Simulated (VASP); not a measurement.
# PtSe2 (Cm) in VASP: a series of runs

PtSe2 is run at these levels: PBE; tasks: single point.

All numbers are computed with VASP 6.6.1; they aren't measurements. Logs are shortened: lines on timing, memory, paths and dates and some standing lists are left out, and cuts for length are marked.

### 1 The cell of the first run

Symmetry: Cm, No. 8, monoclinic system. The conventional cell has a = 6.498 Å, b = 3.752 Å, c = 6.527 Å, α = 90.00°, β = 90.00°, γ = 90.00°. Within 3.1 Å of Pt (site symmetry m) lie 6 Se at 2.33 to 2.73 Å. Within 3.4 Å of Se (site symmetry m) lie 3 Pt at 2.52 to 2.73 Å and 3 Se at 3.39 Å. Within 3.1 Å of Se (site symmetry m) lie 3 Pt at 2.33 to 2.56 Å.

### 2 Single point, PBE

INCAR reads:

```
PREC     = Accurate       # precision mode
ENCUT    = 520            # plane-wave cutoff, eV
EDIFF    = 1E-6           # SCF threshold, eV
ISMEAR   = 0              # smearing method
SIGMA    = 0.05           # smearing width, eV
LREAL    = F              # projectors in reciprocal space
LASPH    = T              # aspherical terms in the spheres
NELM     = 80             # most SCF steps
ALGO     = Normal         # electronic algorithm
ISIF     = 2              # what is computed and relaxed
LWAVE    = F              # write WAVECAR
LCHARG   = F              # write CHGCAR
GGA      = PE             # functional
NBANDS   = 18             # bands
```

KPOINTS reads:

```
regular mesh
0
Gamma
  12 12 4
```

POSCAR reads:

```
PtSe2
1.0
    3.7516620337      0.0000000000      0.0000000000
   -1.8758310169      3.2490346276      0.0000000000
    0.0000000000      0.0000000000      6.5268785481
Pt Se
1 2
Direct
    0.0527093650      0.0263546825     -0.0158275941
    0.3333333333      0.6666666667      0.2001869949
    0.6666666667      0.3333333333      0.7998130051
```

Potentials or basis: VASP PAW PBE potentials, release 64 (Pt, Se).

On the command line:

```bash
$ cat potpaw_PBE.64/Pt/POTCAR potpaw_PBE.64/Se/POTCAR > POTCAR
$ mpirun -np 1 vasp_std > vasp.out
```

OUTCAR:

```text
PREC = Accurate
   ENCUT = 520
   EDIFF = 1E-6
   ISMEAR = 0
   LREAL = F
   LASPH = T
   NELM = 80
   ISIF = 2
   GGA = PE

 ion  position               nearest neighbor table
   1  0.053  0.026  0.984-   3 2.33   2 2.52   2 2.52   3 2.56   3 2.56   2 2.73
   2  0.333  0.667  0.200-   1 2.52   1 2.52   1 2.73
   3  0.667  0.333  0.800-   1 2.33   1 2.56   1 2.56

  LATTYP: Found a hexagonal cell.
 ALAT       =     3.7516620337
 C/A-ratio  =     1.7397298822

  Lattice vectors:

 A1 = (   3.7516620337,   0.0000000000,   0.0000000000)
 A2 = (  -1.8758310169,   3.2490346276,   0.0000000000)
 A3 = (   0.0000000000,   0.0000000000,   6.5268785481)

Analysis of symmetry for initial positions (statically):
=====================================================================
 Subroutine PRICEL returns:
 Original cell was already a primitive cell.

 Routine SETGRP: Setting up the symmetry group for a
 hexagonal supercell.

 Subroutine GETGRP returns: Found  2 space group operations
 (whereof  2 operations were pure point group operations)
 out of a pool of 24 trial point group operations.

The static configuration has the point symmetry C_1h.

Analysis of symmetry for dynamics (positions and initial velocities):
=====================================================================
 Subroutine PRICEL returns:
 Original cell was already a primitive cell.

 Routine SETGRP: Setting up the symmetry group for a
 hexagonal supercell.

 Subroutine GETGRP returns: Found  2 space group operations
 (whereof  2 operations were pure point group operations)
 out of a pool of 24 trial point group operations.

The dynamic configuration has the point symmetry C_1h.

 Subroutine INISYM returns: Found  2 space group operations
 (whereof  2 operations are pure point group operations),
 and found     1 'primitive' translations

----------------------------------------------------------------------------------------

                                     Primitive cell

  volume of cell :      79.5579

  direct lattice vectors                    reciprocal lattice vectors
     3.751662034  0.000000000  0.000000000     0.266548530  0.153891866  0.000000000
    -1.875831017  3.249034628  0.000000000     0.000000000  0.307783731  0.000000000
     0.000000000  0.000000000  6.526878548     0.000000000  0.000000000  0.153212595

  length of vectors
     3.751662034  3.751662034  6.526878548     0.307783731  0.307783731  0.153212595

  position of ions in fractional coordinates (direct lattice)
     0.052709365  0.026354682  0.984172406
     0.333333333  0.666666667  0.200186995
     0.666666667  0.333333333  0.799813005

  ion indices of the primitive-cell ions
   primitive index   ion index
                 1           1
                 2           2
                 3           3

----------------------------------------------------------------------------------------

 KPOINTS: regular mesh

Automatic generation of k-mesh.
 Grid dimensions read from file:
 generate k-points for:   12   12    4

 Generating k-lattice:

  Cartesian coordinates                     Fractional coordinates (reciprocal lattice)
     0.022212377  0.012824322  0.000000000     0.083333333  0.000000000  0.000000000
     0.000000000  0.025648644  0.000000000     0.000000000  0.083333333  0.000000000
     0.000000000  0.000000000  0.038303149     0.000000000  0.000000000  0.250000000

  Length of vectors
     0.025648644  0.025648644  0.038303149

  Shift w.r.t. Gamma in fractional coordinates (k-lattice)
     0.000000000  0.000000000  0.000000000

 Subroutine IBZKPT returns following result:
 ===========================================

 Found    164 irreducible k-points:

 Following reciprocal coordinates:
            Coordinates               Weight
  0.000000  0.000000  0.000000      1.000000
  0.083333  0.000000  0.000000      2.000000
  0.000000  0.083333  0.000000      4.000000
  0.166667 -0.000000  0.000000      2.000000
  0.000000  0.166667  0.000000      4.000000
  0.250000  0.000000  0.000000      2.000000
[... 16 lines left out ...]
 -0.083333  0.416667  0.000000      4.000000
 -0.416667  0.333333  0.000000      4.000000
 [... further k-points ...]
   k-points           NKPTS =    164   k-points in BZ     NKDIM =    164   number of bands    NBANDS=     18
   number of dos      NEDOS =    301   number of ions     NIONS =      3
   total plane-waves  NPLWV =  39200
   dimension x,y,z NGX =    28 NGY =   28 NGZ =   50
   dimension x,y,z NGXF=    56 NGYF=   56 NGZF=  100
   ions per type =               1   2
   NGX,Y,Z   is equivalent  to a cutoff of  12.41, 12.41, 12.74 a.u.
   NGXF,Y,Z  is equivalent  to a cutoff of  24.82, 24.82, 25.47 a.u.
 SYSTEM =  unknown system
   PREC   = accura    normal or accurate (medium, high low for compatibility)
   ISTART =      0    job   : 0-new  1-cont  2-samecut
   ICHARG =      2    charge: 1-file 2-atom 10-const
   ISPIN  =      1    spin polarized calculation?
   LNONCOLLINEAR =      F non collinear calculations
   LSORBIT =      F    spin-orbit coupling
   LASPH  =      T    aspherical Exc in radial PAW
   ENCUT  =  520.0 eV  38.22 Ry    6.18 a.u.   6.98  6.98 12.14*2*pi/ulx,y,z
   NELM   =     80;   NELMIN=  2; NELMDL= -5     # of ELM steps
   EDIFF  = 0.1E-05   stopping-criterion for ELM
   LREAL  =      F    real-space projection
   EDIFFG = 0.1E-04   stopping-criterion for IOM
   NSW    =      0    number of steps for IOM
   IBRION =     -1    ionic relax: 0-MD 1-quasi-New 2-CG
   NFREE  =      0    steps in history (QN), initial steepest desc. (CG)
   ISIF   =      2    stress and relaxation
   ISYM   =      2    0-nonsym 1-usesym 2-fastsym
   POTIM  = 0.5000    time-step for ionic-motion
   TEBEG  =    0.0;   TEEND  =   0.0 temperature during run
   PSTRESS=    0.0 pullay stress
   NELECT =      22.0000    total number of electrons
   NUPDOWN=      -1.0000    fix difference up-down
   EMIN   =  10.00;   EMAX   =-10.00  energy-range for DOS
   EFERMI =   0.00;   METHOD = LEGACY
   ISMEAR =     0;   SIGMA  =   0.05  broadening in eV -4-tet -1-fermi 0-gaus
   EFERMI_NEDOS =   21; number of points for ismear=-14 and -15
   IALGO  =     38    algorithm
   IMIX   =      4    mixing-type and parameters
     AMIX     =   0.40;   BMIX     =  1.00
     AMIX_MAG =   1.60;   BMIX_MAG =  1.00
  volume/ion in A,a.u.               =      26.52       178.96
  Fermi-wavevector in a.u.,A,eV,Ry     =   1.066566  2.015518 15.477494  1.137564
  Thomas-Fermi vector in A             =   2.202155
   LORBIT       =      0    0 simple, 1 ext, 2 COOP (PROOUT), +10 PAW based schemes
   GGA     = PE    functional components
   LHFCALC =     F    Hartree Fock is set to
   AEXX    =    0.0000 exact exchange contribution
   IVDW    =     0    specifies the selected vdW correction
   LEPSILON=     F    determine dielectric tensor
   LRPA    =     F    only Hartree local field effects (RPA)
 non-spin polarized calculation
 Gauss-broadening in eV      SIGMA  =   0.05
  energy-cutoff  :      520.00
  volume of cell :       79.56
 maximum number of plane-waves:      2166
   NGX = 13   NGY = 13   NGZ = 25

 number of electron      21.9999999 magnetization

 Free energy of the ion-electron system (eV)
  ---------------------------------------------------
  ext. energy  EPLUGINS =         0.00000000
  ---------------------------------------------------
  free energy    TOTEN  =       -13.99291038 eV

  energy without entropy =      -13.99291038  energy(sigma->0) =      -13.99291038

 E-fermi :   3.4090     XC(G=0):  -8.9631

 val. band max:        3.1707468163   @ k =   0.0833   0.0833   0.0000
 cond. band min:       3.9095917883   @ k =   0.0000   0.2500   0.2500
 fundamental gap:      0.7388449720
 Fermi energy:         3.4090366446

 k-point     1 :       0.0000    0.0000    0.0000
  band No.  band energies     occupation
      1     -11.2235      2.00000
      2      -9.3663      2.00000
      3      -2.4081      2.00000
      4      -2.3949      2.00000
      5      -2.2504      2.00000
      6      -0.2313      2.00000
[... 10 lines left out ...]
     17      11.2338      0.00000
     18      12.1066      0.00000

 k-point     2 :       0.0833    0.0000    0.0000
  band No.  band energies     occupation
      1     -11.1524      2.00000
      2      -9.3728      2.00000
      3      -2.4091      2.00000
      4      -2.3164      2.00000
      5      -2.2017      2.00000
      6      -0.2772      2.00000
[... 10 lines left out ...]
     17      11.4344      0.00000
     18      12.3342      0.00000

 k-point     3 :       0.0000    0.0833    0.0000
  band No.  band energies     occupation
      1     -11.1536      2.00000
      2      -9.3713      2.00000
      3      -2.3937      2.00000
      4      -2.3317      2.00000
      5      -2.2192      2.00000
      6      -0.3847      2.00000
[... 10 lines left out ...]
     17      11.5922      0.00000
     18      12.3092      0.00000

 k-point     4 :       0.1667   -0.0000    0.0000
  band No.  band energies     occupation
      1     -10.9486      2.00000
      2      -9.3915      2.00000
      3      -2.3925      2.00000
      4      -2.1004      2.00000
      5      -2.0708      2.00000
      6      -0.6245      2.00000
[... 10 lines left out ...]
     17      12.0879      0.00000
     18      12.4145      0.00000

 k-point     5 :       0.0000    0.1667    0.0000
  band No.  band energies     occupation
      1     -10.9535      2.00000
      2      -9.3858      2.00000
      3      -2.3770      2.00000
      4      -2.1906      2.00000
      5      -2.0645      2.00000
      6      -0.6862      2.00000
[... 10 lines left out ...]
     17      12.1925      0.00000
     18      12.3899      0.00000

 k-point     6 :       0.2500    0.0000    0.0000
  band No.  band energies     occupation
      1     -10.6436      2.00000
      2      -9.4185      2.00000
      3      -2.3745      2.00000
      4      -1.9088      2.00000
      5      -1.8209      2.00000
      6      -1.1258      2.00000
[... 10 lines left out ...]
     17      12.1112      0.00000
     18      12.5645      0.00000

 k-point     7 :       0.0000    0.2500    0.0000
  band No.  band energies     occupation
      1     -10.6548      2.00000
      2      -9.4070      2.00000
      3      -2.3640      2.00000
      4      -2.1228      2.00000
      5      -1.7516      2.00000
      6      -1.0811      2.00000
[... 10 lines left out ...]
     17      12.0890      0.00000
     18      12.4245      0.00000

 k-point     8 :       0.3333    0.0000    0.0000
  band No.  band energies     occupation
      1     -10.2989      2.00000
      2      -9.4466      2.00000
      3      -2.6016      2.00000
      4      -1.7948      2.00000
      5      -1.7049      2.00000
      6      -1.1089      2.00000
[... 10 lines left out ...]
     17      12.3862      0.00000
     18      12.4190      0.00000
[... 229 lines left out ...]
     17      11.7983      0.00000
     18      12.3269      0.00000

 k-point    20 :      -0.0833    0.3333    0.0000
  band No.  band energies     occupation
      1     -10.4515      2.00000
      2      -9.4161      2.00000
      3      -2.3658      2.00000
      4      -2.1676      2.00000
      5      -1.6124      2.00000
      6      -1.1356      2.00000
[... 10 lines left out ...]
     17      11.8061      0.00000
     18      12.3202      0.00000

 k-point    21 :      -0.3333    0.2500    0.0000
  band No.  band energies     occupation
      1     -10.4445      2.00000
      2      -9.4235      2.00000
      3      -2.3991      2.00000
      4      -2.0789      2.00000
      5      -1.6043      2.00000
      6      -1.1343      2.00000
[... 10 lines left out ...]
     17      11.8266      0.00000
     18      12.3143      0.00000

 k-point    22 :       0.3333    0.0833    0.0000
  band No.  band energies     occupation
      1     -10.1152      2.00000
      2      -9.4538      2.00000
      3      -2.7915      2.00000
      4      -1.8352      2.00000
      5      -1.5285      2.00000
      6      -0.9334      2.00000
[... 10 lines left out ...]
     17      11.9450      0.00000
     18      12.4670      0.00000

 k-point    23 :      -0.0833    0.4167    0.0000
  band No.  band energies     occupation
      1     -10.1412      2.00000
      2      -9.4308      2.00000
      3      -2.7608      2.00000
      4      -2.0666      2.00000
      5      -1.4328      2.00000
      6      -1.0224      2.00000
[... 10 lines left out ...]
     17      11.9563      0.00000
     18      12.5582      0.00000

 k-point    24 :      -0.4167    0.3333    0.0000
  band No.  band energies     occupation
      1     -10.1345      2.00000
      2      -9.4377      2.00000
      3      -2.7675      2.00000
      4      -2.0551      2.00000
      5      -1.3703      2.00000
      6      -1.0182      2.00000
[... 10 lines left out ...]
     17      11.9873      0.00000
     18      12.4860      0.00000

 [... further k-points ...]
[... 5 lines left out ...]
  --------------------------------------------------------------------------------------
  -------------------------------------------------------------------------------------
  Total        1.3631119      0.5709156      0.5595250      0.6860622     -0.4910631     -0.8505445
  in kB       27.4510226     11.4973806     11.2679906     13.8162592     -9.8892718    -17.1286867
  external PRESSURE =      16.7387979 kB  Pullay stress =       0.0000000 kB

 VOLUME and BASIS-vectors are now :
 -----------------------------------------------------------------------------
  energy-cutoff  :      520.00
  volume of cell :       79.56
      direct lattice vectors                 reciprocal lattice vectors
     3.751662034  0.000000000  0.000000000     0.266548530  0.153891866  0.000000000
    -1.875831017  3.249034628  0.000000000     0.000000000  0.307783731  0.000000000
     0.000000000  0.000000000  6.526878548     0.000000000  0.000000000  0.153212595

 POSITION                                       TOTAL-FORCE (eV/Angst)
 -----------------------------------------------------------------------------------
      0.14831      0.08563      6.42357        -2.336147     -1.348775      1.770913
     -0.00000      2.16602      1.30660         0.751227      0.433721     -0.588379
      1.87583      1.08301      5.22028         1.584921      0.915054     -1.182535
 -----------------------------------------------------------------------------------
    total drift:                               -0.000048     -0.000028     -0.000105

  FREE ENERGIE OF THE ION-ELECTRON SYSTEM (eV)
  ---------------------------------------------------
  free  energy   TOTEN  =       -13.9929103815 eV

  energy  without entropy=      -13.9929103815  energy(sigma->0) =      -13.99291038
```

Run time: 3.7 min. Hardware: 1 thread of Intel Xeon 8259CL, shared host; peak memory 0.37 GiB.

Results:

```
Free energy            : -13.9929 eV
Pressure               : 1.7 GPa
Largest force          : 3.227 eV/Å
Band gap on the k mesh : 0.74 eV (least direct gap 0.99 eV)
```

Forces in eV/Å, atoms in the order of the input:
```
Pt  -2.336 -1.349  1.771
Se   0.751  0.434 -0.588
Se   1.585  0.915 -1.183
```

Caveat: the cell differs from its parent crystal (all Pt atoms moved -0.200 Å, as atom 1 towards its neighbour atom 2 (Se) at 2.530 Å); spin-orbit coupling is left out, which moves the levels of the heavy elements; this functional lacks dispersion, which binds the layers, so the pressure and a relaxed spacing across them are unreliable; forces of over 1 eV/Å act on the atoms, so gaps and moduli don't describe the material at rest. A k mesh can miss the band edges.

### 3 Single point, PBE

INCAR reads:

```
ALGO     = Normal         # electronic algorithm
EDIFF    = 1E-7           # SCF threshold, eV
ENCUT    = 520            # plane-wave cutoff, eV
GGA      = PE             # functional
ISIF     = 2              # what is computed and relaxed
ISMEAR   = 0              # smearing method
LASPH    = True           # aspherical terms in the spheres
LCHARG   = True           # write CHGCAR
LELF     = True           # ELF
LREAL    = False          # projectors in reciprocal space
LVHAR    = True         
LWAVE    = False          # write WAVECAR
NBANDS   = 18             # bands
NELM     = 100            # most SCF steps
PREC     = Accurate       # precision mode
SIGMA    = 0.05           # smearing width, eV
```

KPOINTS reads:

```
k-points
0
Gamma
  12 12 4
```

POSCAR, as its differences from that of step 2:

```diff
@@ -8,3 +8,3 @@
 Direct
-    0.0527093650      0.0263546825     -0.0158275941
+   -0.0395320237     -0.0197660119      0.0118706955
     0.3333333333      0.6666666667      0.2001869949
```

Potentials or basis: VASP PAW PBE potentials, release 64 (Pt, Se).

On the command line:

```bash
$ cat potpaw_PBE.64/Pt/POTCAR potpaw_PBE.64/Se/POTCAR > POTCAR
$ mpirun -np 1 vasp_std > vasp.out
```

Run time: 4.5 min. Hardware: 1 thread of Intel Xeon 8259CL, shared host; peak memory 0.37 GiB.

The run converged. Its results:

* Free energy: -14.1316 eV
* Pressure: 0.9 GPa
* Largest force: 2.339 eV/Å
* Band gap on the k mesh: 0.80 eV (least direct gap 1.01 eV)

Forces on the atoms (eV/Å):
```
Pt   1.693  0.977 -1.285
Se  -1.076 -0.621  0.805
Se  -0.617 -0.356  0.480
```

Stress tensor (GPa, compression positive):
```
 1.49  0.76 -0.95
 0.76  0.61 -0.55
-0.95 -0.55  0.60
```

Levels at points of the mesh, in eV from the valence-band top:
| k point | band 8 | band 9 | band 10 | band 11 | band 12 | band 13 | band 14 | band 15 |
| --- | --- | --- | --- | --- | --- | --- | --- | --- |
| (0.00, 0.00, 0.00) | -1.76 | -0.29 | -0.23 | -0.17 | 2.51 | 2.52 | 4.06 | 5.19 |
| (0.50, 0.00, 0.00) | -2.64 | -2.21 | -2.18 | -1.90 | 1.79 | 2.39 | 4.59 | 6.01 |
| (0.00, 0.50, 0.00) | -2.68 | -2.46 | -1.89 | -1.71 | 1.85 | 2.34 | 4.55 | 6.06 |
| (0.00, 0.00, 0.50) | -1.61 | -1.21 | -0.26 | -0.20 | 2.54 | 2.58 | 5.20 | 5.76 |
| (0.50, 0.00, 0.50) | -2.68 | -2.27 | -2.13 | -1.45 | 2.01 | 2.25 | 4.30 | 5.67 |
| (0.00, 0.50, 0.50) | -2.71 | -2.46 | -1.81 | -1.33 | 2.03 | 2.19 | 4.30 | 5.74 |

Caveat: the cell differs from its parent crystal (all Pt atoms moved +0.150 Å, as atom 1 towards its neighbour atom 2 (Se) at 2.530 Å); spin-orbit coupling is left out, which moves the levels of the heavy elements; this functional lacks dispersion, which binds the layers, so the pressure and a relaxed spacing across them are unreliable; forces of over 1 eV/Å act on the atoms, so gaps and moduli don't describe the material at rest. A k mesh can miss the band edges.
